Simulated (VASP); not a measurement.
Set up this calculation in VASP 6.6.1, as the native input.

```
Task                   : single point
Functional             : PBE
Dispersion             : D3(BJ)
Potentials or basis    : VASP PAW PBE potentials, release 64 (C)
Cutoff                 : 520 eV
k mesh                 : 2 × 2 × 2
Occupations            : fermi-dirac, width 0.05 eV
Spin                   : no spin polarisation
Dipole correction      : no
Further INCAR settings : LREAL = Auto; ALGO = Normal; EDIFF = 1e-07; NBANDS = 163
```

The structure of C (a cell with a defect) lies in POSCAR:

```
C
1.0
    7.1400000000      0.0000000000      0.0000000000
    0.0000000000      7.1400000000      0.0000000000
    0.0000000000      0.0000000000      7.1400000000
C
63
Direct
    0.5000123249     -0.0039642857      0.0064750700
    0.6249117647      0.1184834734      0.1289436975
    0.7374099440      0.2350621849     -0.0097156863
    0.8658163866      0.3732051821      0.1161666667
    0.7512571429     -0.0017000000      0.2520537815
    0.8759551821      0.1251093838      0.3747497199
    0.0012116246     -0.0009750700      0.0003007003
    0.1237162465      0.1246693277      0.1259380952
    0.2491312325      0.2507305322      0.0046046218
    0.3717523810      0.3752813725      0.1270427171
    0.4877697479      0.4955773109     -0.0030619048
    0.6231043417      0.6190457983      0.1188322129
    0.7490956583      0.7474670868     -0.0018656863
    0.8748054622      0.8732026611      0.1244254902
    0.2501184874      0.0005474790      0.2517593838
    0.3758275910      0.1268350140      0.3774950980
    0.4999843137      0.2494913165      0.2514184874
    0.6240584034      0.3743232493      0.3749116246
    0.7469897759      0.4976600840      0.2460095238
    0.8734795518      0.6242189076      0.3718119048
    0.5018147059      0.0061491597      0.5059296919
    0.6371504202      0.1280875350      0.6294102241
    0.7518176471      0.2515514006      0.5011509804
    0.8758789916      0.3764997199      0.6239633053
    0.7531736695     -0.0020672269      0.7496875350
    0.8758037815      0.1203591036      0.8742442577
   -0.0032187675      0.4984525210     -0.0029021008
    0.1227427171      0.6243546218      0.1234331933
    0.2489633053      0.7502126050     -0.0001434174
    0.3736619048      0.8729240896      0.1266634454
   -0.0038985994      0.2496834734      0.2465616246
    0.1221946779      0.3768640056      0.3719165266
    0.2480134454      0.5017700280      0.2505380952
    0.3741810924      0.6274362745      0.3739546218
    0.4987845938      0.7490816527      0.2494959384
    0.6261378151      0.8754785714      0.3759029412
    0.0021711485      0.0015281513      0.5006061625
    0.1281343137      0.1278656863      0.6265116246
    0.2516105042      0.2528278711      0.5015044818
    0.3661121849      0.3894941176      0.6162628852
    0.4994308123      0.5007669468      0.5001448179
    0.6254900560      0.6248131653      0.6241850140
    0.7507312325      0.7509991597      0.4975421569
    0.8769023810      0.8744306723      0.6231980392
    0.2590998599      0.0087990196      0.7517575630
    0.3875371148      0.1347289916      0.8899089636
    0.5625537815      0.2857480392      0.8393106443
    0.7587329132      0.5086123249      0.7354974790
    0.8732948179      0.6234464986      0.8721303922
   -0.0003535014      0.7497098039      0.2491051821
    0.1252785714      0.8758630252      0.3752550420
    0.0009985994      0.5020403361      0.4967107843
    0.1239141457      0.6282638655      0.6229236695
    0.2514427171      0.7531574230      0.5007487395
    0.3779361345      0.8789654062      0.6273112045
    0.0004591036      0.2503019608      0.7506354342
    0.1244669468      0.3743316527      0.8746645658
    0.2490507003      0.5009871148      0.7484732493
    0.3731154062      0.6238067227      0.8734179272
    0.5008696078      0.7500464986      0.7506406162
    0.6249453782      0.8735525210      0.8754710084
    0.0027058824      0.7530368347      0.7481064426
    0.1288207283      0.8784023810      0.8752899160
```

These files were run (other wordings do the same):

INCAR

```
PREC = Accurate
ENCUT = 520
EDIFF = 1E-7
ISMEAR = -1
SIGMA = 0.05
LREAL = Auto
LASPH = True
NELM = 60
ALGO = Normal
ISIF = 2
LWAVE = False
LCHARG = True
GGA = PE
IVDW = 12
LELF = True
LVHAR = True
NBANDS = 163
```

KPOINTS

```
Automatic mesh
0
Gamma
  2 2 2
```

Potentials or basis: VASP PAW PBE potentials, release 64 (C).

The run is started by

```sh
$ cat potpaw_PBE.64/C/POTCAR > POTCAR
$ mpirun -np 1 vasp_std > vasp.out
```

Results of the run:

The pressure is -5.4 GPa, the largest force is 0.032 eV/Å and the band gap on the k mesh is zero (bands 126 and 127 overlap by 0.40 eV). The dispersion energy per atom is -0.188 eV.

Caveat: the k points lie up to 0.44 Å⁻¹ apart.

Run time: 10 min on 1 thread of AMD EPYC 7R13 Processor (Zen 3), on a shared host, peak memory 0.56 GiB.
